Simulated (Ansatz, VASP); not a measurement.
**MgO: VASP beside Ansatz**

INCAR

```
SYSTEM = MgO
PREC = Accurate
ENCUT = 520
EDIFF = 1E-6
ISMEAR = 0
SIGMA = 0.05
LREAL = .FALSE.
LASPH = .TRUE.
NELM = 80
ALGO = Normal
ISIF = 2
LWAVE = .FALSE.
LCHARG = .FALSE.
GGA = PE
NBANDS = 16
```

KPOINTS

```
regular mesh
0
G
  9 9 6
  0 0 0
```

The input POSCAR:

```
MgO
1.0
    3.3926000000      0.0000000000      0.0000000000
   -1.6963000000      2.9380777849      0.0000000000
    0.0000000000      0.0000000000      5.5313000000
Mg O
2 2
Direct
    0.3333333333      0.6666666667      0.0063188013
    0.6666666667      0.3333333333      0.5063188013
    0.3333333333      0.6666666667      0.3982811987
    0.6666666667      0.3333333333      0.8982811987
```

Input for Ansatz:

```yaml
crystal:
  lattice:
    - [3.3926, 0.0, 0.0]
    - [-1.6963, 2.9380777849, 0.0]
    - [0.0, 0.0, 5.5313]
  atoms:
    - { symbol: Mg, position: [0.3333333333, 0.6666666667, 0.0063188013] }
    - { symbol: Mg, position: [0.6666666667, 0.3333333333, 0.5063188013] }
    - { symbol: O, position: [0.3333333333, 0.6666666667, 0.3982811987] }
    - { symbol: O, position: [0.6666666667, 0.3333333333, 0.8982811987] }
basis:
  ecutwfc: 520.0
kpoints:
  mp_grid: { grid: [9, 9, 6] }
hamiltonian:
  xc: pbe
  pseudopotentials: { kind: paw, azcp: { folder: soft_1 } }
scf:
  occupations: { method: gaussian, width: 0.05 }
output:
  forces: true
  stress: true
  eigenvalues: true
```

Alike in both runs: task single point; functional PBE; k mesh 9 × 9 × 6; occupations gaussian, width 0.05 eV; no spin polarisation.

|  | VASP | Ansatz |
| --- | --- | --- |
| version | VASP 6.6.1 | Ansatz 0.2.0 |
| potentials or method | VASP PAW PBE potentials, release 64 (Mg, O), cutoff 520 eV | scalar-relativistic, plane waves, PAW |
| valence electrons in the cell | 16 | 32 |

|  | VASP | Ansatz | Ansatz less VASP |
| --- | --- | --- | --- |
| gap on the k mesh at the Fermi level (eV) | 2.84 | 2.86 | +0.020 |
| least direct gap on the mesh (eV) | 2.84 | 2.86 | +0.020 |
| pressure (GPa) | -10.8 | -10.4 | +0.44 |
| traceless stress, the component that is largest in VASP (GPa) | -3.32 | -3.31 | +0.011 |
| rms of the force components (eV/Å) | 0.138 | 0.136 | -0.0017 |

Atom by atom the forces differ by 0.002 eV/Å (rms over components). With one functional, cell and mesh, what is left measures potentials, basis and numerics. VASP's potentials hold 16 valence electrons a cell and Ansatz's 32, so a difference there can come from the potentials and not from the codes.
